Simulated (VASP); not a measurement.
# Ti3Al (Fm-3m) in VASP: a series of runs

The runs below take Ti3Al through single point, with PBEsol.

Program: VASP 6.6.1. These are calculated values, not measurements. Logs are shortened: lines on timing, memory, paths and dates and some standing lists are left out, and cuts for length are marked.

## 1. The cell of the first run

It takes space group Fm-3m (No. 225, cubic). The conventional cell has a = 5.799 Å, b = 5.799 Å, c = 5.799 Å, α = 90.00°, β = 90.00°, γ = 90.00°. Within 3.3 Å of Ti (site symmetry -43m) lie 4 Al at 2.51 Å and 10 Ti at 2.51 to 2.90 Å. Within 3.3 Å of Ti (site symmetry m-3m) lie 8 Ti at 2.51 Å and 6 Al at 2.90 Å. Within 3.3 Å of Al (site symmetry m-3m) lie 14 Ti at 2.51 to 2.90 Å.

## 2. Single point, PBEsol, collinear spin, ferromagnetic start

INCAR

```
SYSTEM = Ti3Al
PREC = Accurate
ENCUT = 520
EDIFF = 1E-7
ISMEAR = 0
SIGMA = 0.15
LREAL = .FALSE.
LASPH = .TRUE.
NELM = 150
ALGO = Normal
ISIF = 2
LWAVE = .FALSE.
LCHARG = .FALSE.
ISPIN = 2
MAGMOM = 1 1 1 0
LORBIT = 11
NUPDOWN = 3.0
LMAXMIX = 4
GGA = PS
NBANDS = 32
```

KPOINTS

```
regular mesh
0
G
  12 12 12
  0 0 0
```

POSCAR

```
Ti3Al
1.0
    0.0000000000      2.8993260424      2.8993260424
    2.8993260424      0.0000000000      2.8993260424
    2.8993260424      2.8993260424      0.0000000000
Ti Al
3 1
Direct
    0.7500000000      0.7500000000      0.7500000000
    0.2500000000      0.2500000000      0.2500000000
    0.0000000000      0.0000000000      0.0000000000
    0.5000000000      0.5000000000      0.5000000000
```

Potentials or basis: VASP PAW PBE potentials, release 64 (Ti_sv, Al).

On the command line:

```
> cat potpaw_PBE.64/Ti_sv/POTCAR potpaw_PBE.64/Al/POTCAR > POTCAR
> mpirun -np 1 vasp_std > vasp.out
```

OUTCAR:

```text
SYSTEM = Ti3Al
   PREC = Accurate
   ENCUT = 520
   EDIFF = 1E-7
   ISMEAR = 0
   LREAL = .FALSE.
   LASPH = .TRUE.
   NELM = 150
   ISIF = 2
   ISPIN = 2
   LORBIT = 11
   NUPDOWN = 3.0
   GGA = PS

 ion  position               nearest neighbor table
   1  0.750  0.750  0.750-   4 2.51   4 2.51   4 2.51   3 2.51   4 2.51   3 2.51   3 2.51   3 2.51
                             2 2.90   2 2.90   2 2.90   2 2.90   2 2.90   2 2.90
   2  0.250  0.250  0.250-   3 2.51   3 2.51   3 2.51   3 2.51   4 2.51   4 2.51   4 2.51   4 2.51
                             1 2.90   1 2.90   1 2.90   1 2.90   1 2.90   1 2.90
   3  0.000  0.000  0.000-   1 2.51   1 2.51   1 2.51   1 2.51   2 2.51   2 2.51   2 2.51   2 2.51
                             4 2.90   4 2.90   4 2.90   4 2.90   4 2.90   4 2.90
   4  0.500  0.500  0.500-   2 2.51   2 2.51   2 2.51   1 2.51   2 2.51   1 2.51   1 2.51   1 2.51
                             3 2.90   3 2.90   3 2.90   3 2.90   3 2.90   3 2.90

  LATTYP: Found a face centered cubic cell.
 ALAT       =     5.7986520848

  Lattice vectors:

 A1 = (   0.0000000000,   2.8993260424,   2.8993260424)
 A2 = (   2.8993260424,   0.0000000000,   2.8993260424)
 A3 = (   2.8993260424,   2.8993260424,   0.0000000000)

Analysis of symmetry for initial positions (statically):
=====================================================================
 Subroutine PRICEL returns:
 Original cell was already a primitive cell.

 Routine SETGRP: Setting up the symmetry group for a
 face centered cubic supercell.

 Subroutine GETGRP returns: Found 48 space group operations
 (whereof 48 operations were pure point group operations)
 out of a pool of 48 trial point group operations.

The static configuration has the point symmetry O_h .

Analysis of symmetry for dynamics (positions and initial velocities):
=====================================================================
 Subroutine PRICEL returns:
 Original cell was already a primitive cell.

 Routine SETGRP: Setting up the symmetry group for a
 face centered cubic supercell.

 Subroutine GETGRP returns: Found 48 space group operations
 (whereof 48 operations were pure point group operations)
 out of a pool of 48 trial point group operations.

The dynamic configuration has the point symmetry O_h .

Analysis of structural, dynamic, and magnetic symmetry:
=====================================================================
 Subroutine PRICEL returns:
 Original cell was already a primitive cell.

 Routine SETGRP: Setting up the symmetry group for a
 face centered cubic supercell.

 Subroutine GETGRP returns: Found 48 space group operations
 (whereof 48 operations were pure point group operations)
 out of a pool of 48 trial point group operations.

The overall configuration has the point symmetry O_h .

 Subroutine INISYM returns: Found 48 space group operations
 (whereof 48 operations are pure point group operations),
 and found     1 'primitive' translations

----------------------------------------------------------------------------------------

                                     Primitive cell

  volume of cell :      48.7440

  direct lattice vectors                    reciprocal lattice vectors
     0.000000000  2.899326042  2.899326042    -0.172453871  0.172453871  0.172453871
     2.899326042  0.000000000  2.899326042     0.172453871 -0.172453871  0.172453871
     2.899326042  2.899326042  0.000000000     0.172453871  0.172453871 -0.172453871

  length of vectors
     4.100266211  4.100266211  4.100266211     0.298698867  0.298698867  0.298698867

  position of ions in fractional coordinates (direct lattice)
     0.750000000  0.750000000  0.750000000
     0.250000000  0.250000000  0.250000000
     0.000000000  0.000000000  0.000000000
     0.500000000  0.500000000  0.500000000

  ion indices of the primitive-cell ions
   primitive index   ion index
                 1           1
                 2           2
                 3           3
                 4           4

----------------------------------------------------------------------------------------

 KPOINTS: regular mesh

Automatic generation of k-mesh.
 Grid dimensions read from file:
 generate k-points for:   12   12   12

 Generating k-lattice:

  Cartesian coordinates                     Fractional coordinates (reciprocal lattice)
    -0.014371156  0.014371156  0.014371156     0.083333333  0.000000000  0.000000000
     0.014371156 -0.014371156  0.014371156     0.000000000  0.083333333  0.000000000
     0.014371156  0.014371156 -0.014371156     0.000000000  0.000000000  0.083333333

  Length of vectors
     0.024891572  0.024891572  0.024891572

  Shift w.r.t. Gamma in fractional coordinates (k-lattice)
     0.000000000  0.000000000  0.000000000

 Subroutine IBZKPT returns following result:
 ===========================================

 Found     72 irreducible k-points:

 Following reciprocal coordinates:
            Coordinates               Weight
  0.000000  0.000000  0.000000      1.000000
  0.083333  0.000000  0.000000      8.000000
  0.166667  0.000000  0.000000      8.000000
  0.250000  0.000000  0.000000      8.000000
  0.333333  0.000000  0.000000      8.000000
  0.416667  0.000000  0.000000      8.000000
[... 16 lines left out ...]
  0.500000  0.166667  0.000000     24.000000
 -0.416667  0.166667  0.000000     24.000000
 [... further k-points ...]
   k-points           NKPTS =     72   k-points in BZ     NKDIM =     72   number of bands    NBANDS=     32
   number of dos      NEDOS =    301   number of ions     NIONS =      4
   total plane-waves  NPLWV =  27000
   dimension x,y,z NGX =    30 NGY =   30 NGZ =   30
   dimension x,y,z NGXF=    60 NGYF=   60 NGZF=   60
   ions per type =               3   1
   NGX,Y,Z   is equivalent  to a cutoff of  12.16, 12.16, 12.16 a.u.
   NGXF,Y,Z  is equivalent  to a cutoff of  24.33, 24.33, 24.33 a.u.
 SYSTEM =  Ti3Al
   PREC   = accura    normal or accurate (medium, high low for compatibility)
   ISTART =      0    job   : 0-new  1-cont  2-samecut
   ICHARG =      2    charge: 1-file 2-atom 10-const
   ISPIN  =      2    spin polarized calculation?
   LNONCOLLINEAR =      F non collinear calculations
   LSORBIT =      F    spin-orbit coupling
   LASPH  =      T    aspherical Exc in radial PAW
   ENCUT  =  520.0 eV  38.22 Ry    6.18 a.u.   7.62  7.62  7.62*2*pi/ulx,y,z
   NELM   =    150;   NELMIN=  2; NELMDL= -5     # of ELM steps
   EDIFF  = 0.1E-06   stopping-criterion for ELM
   LREAL  =      F    real-space projection
   EDIFFG = 0.1E-05   stopping-criterion for IOM
   NSW    =      0    number of steps for IOM
   IBRION =     -1    ionic relax: 0-MD 1-quasi-New 2-CG
   NFREE  =      0    steps in history (QN), initial steepest desc. (CG)
   ISIF   =      2    stress and relaxation
   ISYM   =      2    0-nonsym 1-usesym 2-fastsym
   POTIM  = 0.5000    time-step for ionic-motion
   TEBEG  =    0.0;   TEEND  =   0.0 temperature during run
   PSTRESS=    0.0 pullay stress
   NELECT =      39.0000    total number of electrons
   NUPDOWN=       3.0000    fix difference up-down
   EMIN   =  10.00;   EMAX   =-10.00  energy-range for DOS
   EFERMI =   0.00;   METHOD = LEGACY
   ISMEAR =     0;   SIGMA  =   0.15  broadening in eV -4-tet -1-fermi 0-gaus
   EFERMI_NEDOS =   21; number of points for ismear=-14 and -15
   IALGO  =     38    algorithm
   IMIX   =      4    mixing-type and parameters
     AMIX     =   0.40;   BMIX     =  1.00
     AMIX_MAG =   1.60;   BMIX_MAG =  1.00
  volume/ion in A,a.u.               =      12.19        82.24
  Fermi-wavevector in a.u.,A,eV,Ry     =   1.519810  2.872025 31.427044  2.309823
  Thomas-Fermi vector in A             =   2.628746
   LORBIT       =     11    0 simple, 1 ext, 2 COOP (PROOUT), +10 PAW based schemes
   GGA     = PS    functional components
   LHFCALC =     F    Hartree Fock is set to
   AEXX    =    0.0000 exact exchange contribution
   IVDW    =     0    specifies the selected vdW correction
   LEPSILON=     F    determine dielectric tensor
   LRPA    =     F    only Hartree local field effects (RPA)
 spin polarized calculation
 Gauss-broadening in eV      SIGMA  =   0.15
  energy-cutoff  :      520.00
  volume of cell :       48.74
 maximum number of plane-waves:      1363
   NGX = 15   NGY = 15   NGZ = 15

 number of electron      38.9999988 magnetization       2.9999998

 Free energy of the ion-electron system (eV)
  ---------------------------------------------------
  ext. energy  EPLUGINS =         0.00000000
  ---------------------------------------------------
  free energy    TOTEN  =       -27.14608586 eV

  energy without entropy =      -27.10411715  energy(sigma->0) =      -27.12510150

 E-fermi :  11.5446     XC(G=0): -12.9279

 val. band max:       12.1817147874   @ k =  -0.2500   0.3333   0.0833
 cond. band min:      11.5448970064   @ k =   0.5000   0.0833   0.0000
 fundamental gap:     -0.6368177809
 Fermi energy:        12.2501927904

 spin component 1

 k-point     1 :       0.0000    0.0000    0.0000
  band No.  band energies     occupation
      1     -44.3490      1.00000
      2     -43.9425      1.00000
      3     -43.7350      1.00000
      4     -20.8834      1.00000
      5     -20.8834      1.00000
      6     -20.8834      1.00000
[... 23 lines left out ...]
     30      19.5980      0.00000
     31      19.5980      0.00000

 k-point     2 :       0.0833    0.0000    0.0000
  band No.  band energies     occupation
      1     -44.3402      1.00000
      2     -43.9449      1.00000
      3     -43.7418      1.00000
      4     -20.9286      1.00000
      5     -20.9067      1.00000
      6     -20.9067      1.00000
[... 23 lines left out ...]
     30      19.6630      0.00000
     31      19.6630      0.00000

 k-point     3 :       0.1667    0.0000    0.0000
  band No.  band energies     occupation
      1     -44.3148      1.00000
      2     -43.9522      1.00000
      3     -43.7611      1.00000
      4     -20.9908      1.00000
      5     -20.9555      1.00000
      6     -20.9555      1.00000
[... 703 lines left out ...]
     30      18.0439      0.00000
     31      18.2650      0.00000

 k-point    24 :      -0.4167    0.1667    0.0000
  band No.  band energies     occupation
      1     -44.1374      1.00000
      2     -44.0152      1.00000
      3     -43.8810      1.00000
      4     -21.1310      1.00000
      5     -21.1274      1.00000
      6     -21.0008      1.00000
[... 23 lines left out ...]
     30      18.0579      0.00000
     31      18.3133      0.00000

 [... further k-points ...]

 spin component 2

 k-point     1 :       0.0000    0.0000    0.0000
  band No.  band energies     occupation
      1     -43.7342      1.00000
      2     -43.4514      1.00000
      3     -42.9597      1.00000
      4     -20.1780      1.00000
      5     -20.1780      1.00000
      6     -20.1780      1.00000
[... 23 lines left out ...]
     30      20.0978      0.00000
     31      20.0978      0.00000

 k-point     2 :       0.0833    0.0000    0.0000
  band No.  band energies     occupation
      1     -43.7266      1.00000
      2     -43.4538      1.00000
      3     -42.9653      1.00000
      4     -20.2730      1.00000
      5     -20.2301      1.00000
      6     -20.2301      1.00000
[... 23 lines left out ...]
     30      20.1620      0.00000
     31      20.1620      0.00000

 k-point     3 :       0.1667    0.0000    0.0000
  band No.  band energies     occupation
      1     -43.7048      1.00000
      2     -43.4610      1.00000
      3     -42.9810      1.00000
      4     -20.3423      1.00000
      5     -20.2832      1.00000
      6     -20.2832      1.00000
[... 703 lines left out ...]
     30      18.5931      0.00000
     31      18.8374      0.00000

 k-point    24 :      -0.4167    0.1667    0.0000
  band No.  band energies     occupation
      1     -43.5597      1.00000
      2     -43.5227      1.00000
      3     -43.0695      1.00000
      4     -20.4734      1.00000
      5     -20.4557      1.00000
      6     -20.3245      1.00000
[... 23 lines left out ...]
     30      18.6236      0.00000
     31      18.8534      0.00000

 [... further k-points ...]

 [bands above 31 left out]

------------------------ aborting loop because EDIFF is reached ----------------------------------------

  FORCE on cell =-STRESS in cart. coord.  units (eV):
  Direction    XX          YY          ZZ          XY          YZ          ZX
  --------------------------------------------------------------------------------------
  -------------------------------------------------------------------------------------
  Total       18.1672952     18.1672952     18.1672952     -0.0000000      0.0000000      0.0000000
  in kB      597.1448493    597.1448493    597.1448493     -0.0000000      0.0000000      0.0000000
  external PRESSURE =     597.1448493 kB  Pullay stress =       0.0000000 kB

 VOLUME and BASIS-vectors are now :
 -----------------------------------------------------------------------------
  energy-cutoff  :      520.00
  volume of cell :       48.74
      direct lattice vectors                 reciprocal lattice vectors
     0.000000000  2.899326042  2.899326042    -0.172453871  0.172453871  0.172453871
     2.899326042  0.000000000  2.899326042     0.172453871 -0.172453871  0.172453871
     2.899326042  2.899326042  0.000000000     0.172453871  0.172453871 -0.172453871

 POSITION                                       TOTAL-FORCE (eV/Angst)
 -----------------------------------------------------------------------------------
      4.34899      4.34899      4.34899        -0.000000     -0.000000     -0.000000
      1.44966      1.44966      1.44966         0.000000      0.000000      0.000000
      0.00000      0.00000      0.00000         0.000000      0.000000      0.000000
      2.89933      2.89933      2.89933         0.000000      0.000000      0.000000
 -----------------------------------------------------------------------------------
    total drift:                                0.000000     -0.000000      0.000000

  FREE ENERGIE OF THE ION-ELECTRON SYSTEM (eV)
  ---------------------------------------------------
  free  energy   TOTEN  =       -27.1460858577 eV

  energy  without entropy=      -27.1041171507  energy(sigma->0) =      -27.12510150

 total charge

# of ion       s       p       d       tot
------------------------------------------
    1        2.283   6.218   2.247  10.748
    2        2.283   6.218   2.247  10.748
    3        2.336   6.164   2.311  10.812
    4        0.463   0.558   0.000   1.021
--------------------------------------------------
tot          7.366  19.157   6.805  33.329

 magnetization (x)

# of ion       s       p       d       tot
------------------------------------------
    1        0.008   0.088   0.515   0.611
    2        0.008   0.088   0.515   0.611
    3        0.012   0.067   1.013   1.093
    4       -0.004   0.022   0.000   0.019
--------------------------------------------------
tot          0.024   0.265   2.044   2.333
```

It took 5.4 min on 1 thread of Oxide Virtual Turin-like, shared host; peak memory 0.26 GiB.

What came out:

| Item | Value |
| --- | --- |
| Free energy | -27.1461 eV |
| Pressure | 59.7 GPa |
| Net moment | 3.00 μB per cell |
| Site moments | Ti +0.61, +1.09; Al +0.02 μB |
| Valence electrons inside the program's atomic spheres | Ti 10.75, 10.81; Al 1.02 |

Caveat: the PAW data sets were made with another functional, which shifts forces and pressure a little; the total moment is fixed, so each spin has its own Fermi level.

## 3. Single point, PBEsol, collinear spin, ferromagnetic start

This run uses another cell than the first one, of 13.20 Å³/atom, 1.083 times its volume.

INCAR

```
SYSTEM = Ti3Al
ALGO = Normal
EDIFF = 1E-6
ENCUT = 520
GGA = PS
ISIF = 2
ISMEAR = 0
ISPIN = 2
LASPH = .True.
LCHARG = .True.
LELF = .True.
LMAXMIX = 4
LORBIT = 11
LREAL = .False.
LVHAR = .True.
LWAVE = .False.
MAGMOM = 0.2 0.2 0.2 0
NBANDS = 32
NELM = 150
NUPDOWN = 0.6
PREC = Accurate
SIGMA = 0.15
```

KPOINTS

```
k-points
0
Gamma
  12 12 12
  0 0 0
```

POSCAR

```
Ti3Al
1.0
    0.0000000000      2.9776862962      2.9776862962
    2.9776862962      0.0000000000      2.9776862962
    2.9776862962      2.9776862962      0.0000000000
Ti Al
3 1
Direct
    0.7500000000      0.7500000000      0.7500000000
    0.2500000000      0.2500000000      0.2500000000
    0.0000000000      0.0000000000      0.0000000000
    0.5000000000      0.5000000000      0.5000000000
```

Potentials or basis: VASP PAW PBE potentials, release 64 (Ti_sv, Al).

On the command line:

```
> cat potpaw_PBE.64/Ti_sv/POTCAR potpaw_PBE.64/Al/POTCAR > POTCAR
> mpirun -np 1 vasp_std > vasp.out
```

Run time: 2.5 min. Hardware: 1 thread of Oxide Virtual Turin-like, shared host; peak memory 0.28 GiB.

The run converged. Its results:

```
Free energy                                           : -28.6313 eV
Pressure                                              : 34.7 GPa
Net moment                                            : 0.60 μB per cell
Site moments                                          : Ti +0.08, +0.33; Al -0.00 μB
Valence electrons inside the program's atomic spheres : Ti 10.60, 10.66; Al 0.96
```

Caveat: the PAW data sets were made with another functional, which shifts forces and pressure a little; the total moment is fixed, so each spin has its own Fermi level.

## 4. Single point, PBEsol, collinear spin, ferromagnetic start

This run uses another cell than the first one, of 13.20 Å³/atom, 1.083 times its volume.

INCAR

```
SYSTEM = Ti3Al
PREC = Accurate
ENCUT = 520
EDIFF = 1E-6
ISMEAR = 0
SIGMA = 0.15
LREAL = .False.
LASPH = .True.
NELM = 150
ALGO = Normal
ISIF = 2
LWAVE = .False.
LCHARG = .True.
ISPIN = 2
MAGMOM = 1 1 1 0
LORBIT = 11
NUPDOWN = 3.0
LMAXMIX = 4
GGA = PS
LELF = .True.
LVHAR = .True.
NBANDS = 32
```

KPOINTS

```
regular mesh
0
Gamma
  12 12 12
  0 0 0
```

POSCAR is that of step 3.

On the command line:

```
> cat potpaw_PBE.64/Ti_sv/POTCAR potpaw_PBE.64/Al/POTCAR > POTCAR
> mpirun -np 1 vasp_std > vasp.out
```

Run time: 4.4 min. Hardware: 1 thread of Oxide Virtual Turin-like, shared host; peak memory 0.28 GiB.

Results (log left out):

| Item | Value |
| --- | --- |
| Free energy | -28.3722 eV |
| Pressure | 38.1 GPa |
| Net moment | 3.00 μB per cell |
| Site moments | Ti +0.59, +1.11; Al +0.00 μB |
| Valence electrons inside the program's atomic spheres | Ti 10.60, 10.66; Al 0.96 |

Caveat: the PAW data sets were made with another functional, which shifts forces and pressure a little; the total moment is fixed, so each spin has its own Fermi level.

## 5. Summary

| fixed moment (μB) | cell | pressure (GPa) | moment (μB) |
| --- | --- | --- | --- |
| 3.0 | a = 4.100 Å, angles 60.0°, 4 atoms | 59.7 | 3.00 |
| 0.6 | a = 4.211 Å, angles 60.0°, 4 atoms | 34.7 | 0.60 |
| 3.0 | a = 4.211 Å, angles 60.0°, 4 atoms | 38.1 | 3.00 |

Alike in all rows: task single point; level PBEsol; potentials or basis VASP PAW PBE potentials, release 64 (Ti_sv, Al); spin collinear, ferromagnetic start; k mesh 12 × 12 × 12; cutoff (eV) 520; smearing gaussian 0.15 eV.

Caveats: the PAW data sets were made with another functional, which shifts forces and pressure a little; the total moment is fixed, so each spin has its own Fermi level.

Total energies depend on the potentials used, so only differences within one code and one set of settings carry meaning.
